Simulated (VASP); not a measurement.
# TlSn (P4/mmm) in VASP: a series of runs, part 2 of 2

VASP 6.6.1. Earlier steps stand in the parts before.

**3. Electric field gradients, LDA (zz strain of -2 %)**

File INCAR:

```
SYSTEM = TlSn
  PREC = Accurate
  ENCUT = 520
  EDIFF = 1E-8
  ISMEAR = -1
  SIGMA = 0.08
  LREAL = .FALSE.
  LASPH = .TRUE.
  NELM = 60
  ALGO = Normal
  ISIF = 2
  LWAVE = .FALSE.
  LCHARG = .FALSE.
  LEFG = .TRUE.
  NBANDS = 20
```

File KPOINTS:

```
Automatic mesh
0
G
  9 9 8
  0 0 0
```

File POSCAR:

```
TlSn
1.0
    3.6147298654      0.0000000000      0.0000000000
    0.0000000000      3.6147298654      0.0000000000
    0.0000000000      0.0000000000      4.2875000000
Tl Sn
1 1
Direct
    0.0000000000      0.0000000000      0.0000000000
    0.5000000000      0.5000000000      0.5000000000
```

Potentials or basis: VASP PAW LDA potentials, release 64 (Tl_d, Sn_d).

Launch:

```
> cat potpaw_LDA.64/Tl_d/POTCAR potpaw_LDA.64/Sn_d/POTCAR > POTCAR
> mpirun -np 1 vasp_std > vasp.out
```

OUTCAR:

```text
SYSTEM = TlSn
   PREC = Accurate
   ENCUT = 520
   EDIFF = 1E-8
   ISMEAR = -1
   LREAL = .FALSE.
   LASPH = .TRUE.
   NELM = 60
   ISIF = 2

 ion  position               nearest neighbor table
   1  0.000  0.000  0.000-   2 3.34   2 3.34   2 3.34   2 3.34   2 3.34   2 3.34   2 3.34   2 3.34

   2  0.500  0.500  0.500-   1 3.34   1 3.34   1 3.34   1 3.34   1 3.34   1 3.34   1 3.34   1 3.34

  LATTYP: Found a simple tetragonal cell.
 ALAT       =     3.6147298654
 C/A-ratio  =     1.1861190627

  Lattice vectors:

 A1 = (   3.6147298654,   0.0000000000,   0.0000000000)
 A2 = (   0.0000000000,   3.6147298654,   0.0000000000)
 A3 = (   0.0000000000,   0.0000000000,   4.2875000000)

Analysis of symmetry for initial positions (statically):
=====================================================================
 Subroutine PRICEL returns:
 Original cell was already a primitive cell.

 Routine SETGRP: Setting up the symmetry group for a
 simple tetragonal supercell.

 Subroutine GETGRP returns: Found 16 space group operations
 (whereof 16 operations were pure point group operations)
 out of a pool of 16 trial point group operations.

The static configuration has the point symmetry D_4h.

Analysis of symmetry for dynamics (positions and initial velocities):
=====================================================================
 Subroutine PRICEL returns:
 Original cell was already a primitive cell.

 Routine SETGRP: Setting up the symmetry group for a
 simple tetragonal supercell.

 Subroutine GETGRP returns: Found 16 space group operations
 (whereof 16 operations were pure point group operations)
 out of a pool of 16 trial point group operations.
[... 157 lines left out ...]
  band No.  band energies     occupation
      1     -14.4736      2.00000
      2     -14.4425      2.00000
      3     -14.4115      2.00000
      4     -14.4115      2.00000
      5     -14.3978      2.00000
      6      -4.6174      2.00000
[... 541 lines left out ...]
     19      15.2899      0.00000
     20      16.7776      0.00000

 [... further k-points ...]

------------------------ aborting loop because EDIFF is reached ----------------------------------------

  FORCE on cell =-STRESS in cart. coord.  units (eV):
  Direction    XX          YY          ZZ          XY          YZ          ZX
  --------------------------------------------------------------------------------------
  -------------------------------------------------------------------------------------
  Total       -0.9883825     -0.9883825     -0.6893245      0.0000000      0.0000000      0.0000000
  in kB      -28.2670050    -28.2670050    -19.7141674      0.0000000      0.0000000      0.0000000
  external PRESSURE =     -25.4160591 kB  Pullay stress =       0.0000000 kB

 VOLUME and BASIS-vectors are now :
 -----------------------------------------------------------------------------
  energy-cutoff  :      520.00
  volume of cell :       56.02
      direct lattice vectors                 reciprocal lattice vectors
     3.614729865  0.000000000  0.000000000     0.276645846  0.000000000  0.000000000
     0.000000000  3.614729865  0.000000000     0.000000000  0.276645846  0.000000000
     0.000000000  0.000000000  4.287500000     0.000000000  0.000000000  0.233236152

 POSITION                                       TOTAL-FORCE (eV/Angst)
 -----------------------------------------------------------------------------------
      0.00000      0.00000      0.00000         0.000000      0.000000      0.000000
      1.80736      1.80736      2.14375         0.000000      0.000000      0.000000
 -----------------------------------------------------------------------------------
    total drift:                                0.000000      0.000000      0.000000

  FREE ENERGIE OF THE ION-ELECTRON SYSTEM (eV)
  ---------------------------------------------------
  free  energy   TOTEN  =        -7.3174364643 eV

  energy  without entropy=       -7.2973346953  energy(sigma->0) =       -7.30738558

 Electric field gradients (V/A^2)
---------------------------------------------------------------------
 ion       V_xx      V_yy      V_zz      V_xy      V_xz      V_yz
---------------------------------------------------------------------
   1      32.001    32.001   -64.002    -0.000    -0.000     0.000
   2       7.640     7.640   -15.279     0.000    -0.000    -0.000
---------------------------------------------------------------------

 Electric field gradients after diagonalization (V/A^2)
 (convention: |V_zz| > |V_xx| > |V_yy|)
----------------------------------------------------------------------
 ion       V_xx      V_yy      V_zz     asymmetry (V_yy - V_xx)/ V_zz
----------------------------------------------------------------------
   1      32.001    32.001   -64.002       0.000
   2       7.640     7.640   -15.279       0.000
----------------------------------------------------------------------

           NMR quadrupolar parameters

 Cq : quadrupolar parameter    Cq=e*Q*V_zz/h
 eta: asymmetry parameters     (V_yy - V_xx)/ V_zz
 Q  : nuclear electric quadrupole moment in mb (millibarn)
----------------------------------------------------------------------
 ion       Cq(MHz)       eta       Q (mb)
----------------------------------------------------------------------
   1      -0.155       0.000       1.000
   2      -0.037       0.000       1.000
----------------------------------------------------------------------
```

stdout:

```text
POSCAR found type information on POSCAR TlSn
 POSCAR found :  2 types and       2 ions
 scaLAPACK will be used
 LDA part: xc-table for (Slater(with rela. corr.)+CA(PZ))
 , standard interpolation
 POSCAR, INCAR and KPOINTS ok, starting setup
 FFT: planning ... GRIDC
 FFT: planning ... GRID_SOFT
 FFT: planning ... GRID
 WAVECAR not read
 entering main loop
ion   1

ion   2
```

It took 44 s on 1 thread of Intel Xeon Platinum 8488C (Sapphire Rapids), shared host; peak memory 0.21 GiB.

Results:

```yaml
Free_energy: -7.3174 eV
Pressure: -2.5 GPa
```

Levels at points of the mesh, in eV from the Fermi level:
```tsv
k point	band 11	band 12	band 13	band 14	band 15	band 16
(0.00, 0.00, 0.00)	-10.55	-2.74	-1.44	1.48	1.48	5.25
(0.00, 0.00, 0.50)	-8.59	-8.06	3.43	3.43	3.65	4.40
```

Electric field gradients, principal values (V/Å²):
| atom | least | middle | greatest (by size) |
| --- | --- | --- | --- |
| 1 Tl | 32.001 | 32.001 | -64.002 |
| 2 Sn | 7.640 | 7.640 | -15.279 |

Caveat: the cell differs from its parent crystal (zz strain of -2 %); without QUAD_EFG the Cq values of the log hold for a quadrupole moment of 1 mb, not for the nuclei; spin-orbit coupling is left out, which moves the levels of the heavy elements.

**4. Electric field gradients, LDA (zz strain of -2 %)**

File INCAR:

```
SYSTEM = TlSn
PREC = Accurate
ENCUT = 520
EDIFF = 1E-8
ISMEAR = -1
SIGMA = 0.08
LREAL = .False.
LASPH = .True.
NELM = 80
ALGO = Normal
ISIF = 2
LWAVE = .False.
LCHARG = .False.
GGA = CA
LEFG = .True.
NBANDS = 20
```

File KPOINTS:

```
Automatic mesh
0
Gamma
  9 9 8
  0 0 0
```

POSCAR is that of step 3.

Potentials or basis: VASP PAW LDA potentials, release 64 (Tl_d, Sn_d).

Launch:

```
> cat potpaw_LDA.64/Tl_d/POTCAR potpaw_LDA.64/Sn_d/POTCAR > POTCAR
> mpirun -np 1 vasp_std > vasp.out
```

OUTCAR:

```text
SYSTEM = TlSn
   PREC = Accurate
   ENCUT = 520
   EDIFF = 1E-8
   ISMEAR = -1
   LREAL = .False.
   LASPH = .True.
   NELM = 80
   ISIF = 2
   GGA = CA

 ion  position               nearest neighbor table
   1  0.000  0.000  0.000-   2 3.34   2 3.34   2 3.34   2 3.34   2 3.34   2 3.34   2 3.34   2 3.34

   2  0.500  0.500  0.500-   1 3.34   1 3.34   1 3.34   1 3.34   1 3.34   1 3.34   1 3.34   1 3.34

  LATTYP: Found a simple tetragonal cell.
 ALAT       =     3.6147298654
 C/A-ratio  =     1.1861190627

  Lattice vectors:

 A1 = (   3.6147298654,   0.0000000000,   0.0000000000)
[... 766 lines left out ...]
  free  energy   TOTEN  =        -7.3174364643 eV

  energy  without entropy=       -7.2973346953  energy(sigma->0) =       -7.30738558

 Electric field gradients (V/A^2)
---------------------------------------------------------------------
 ion       V_xx      V_yy      V_zz      V_xy      V_xz      V_yz
---------------------------------------------------------------------
   1      32.001    32.001   -64.002    -0.000    -0.000     0.000
   2       7.640     7.640   -15.279     0.000    -0.000    -0.000
---------------------------------------------------------------------

 Electric field gradients after diagonalization (V/A^2)
 (convention: |V_zz| > |V_xx| > |V_yy|)
----------------------------------------------------------------------
 ion       V_xx      V_yy      V_zz     asymmetry (V_yy - V_xx)/ V_zz
----------------------------------------------------------------------
   1      32.001    32.001   -64.002       0.000
   2       7.640     7.640   -15.279       0.000
----------------------------------------------------------------------

           NMR quadrupolar parameters

 Cq : quadrupolar parameter    Cq=e*Q*V_zz/h
 eta: asymmetry parameters     (V_yy - V_xx)/ V_zz
 Q  : nuclear electric quadrupole moment in mb (millibarn)
----------------------------------------------------------------------
 ion       Cq(MHz)       eta       Q (mb)
----------------------------------------------------------------------
   1      -0.155       0.000       1.000
   2      -0.037       0.000       1.000
----------------------------------------------------------------------
```

stdout:

```text
POSCAR found type information on POSCAR TlSn
 POSCAR found :  2 types and       2 ions
 scaLAPACK will be used
 LDA part: xc-table for (Slater(with rela. corr.)+CA(PZ))
 , standard interpolation
 POSCAR, INCAR and KPOINTS ok, starting setup
 FFT: planning ... GRIDC
 FFT: planning ... GRID_SOFT
 FFT: planning ... GRID
 WAVECAR not read
 entering main loop
ion   1

ion   2
```

It took 59 s on 1 thread of Intel Xeon Platinum 8488C (Sapphire Rapids), shared host; peak memory 0.21 GiB.

What came out:

```
Free energy : -7.3174 eV
Pressure    : -2.5 GPa
```

Electric field gradients, principal values (V/Å²):
```csv
atom,least,middle,greatest (by size)
1 Tl,32.001,32.001,-64.002
2 Sn,7.640,7.640,-15.279
```

Caveat: the cell differs from its parent crystal (zz strain of -2 %); without QUAD_EFG the Cq values of the log hold for a quadrupole moment of 1 mb, not for the nuclei; spin-orbit coupling is left out, which moves the levels of the heavy elements.
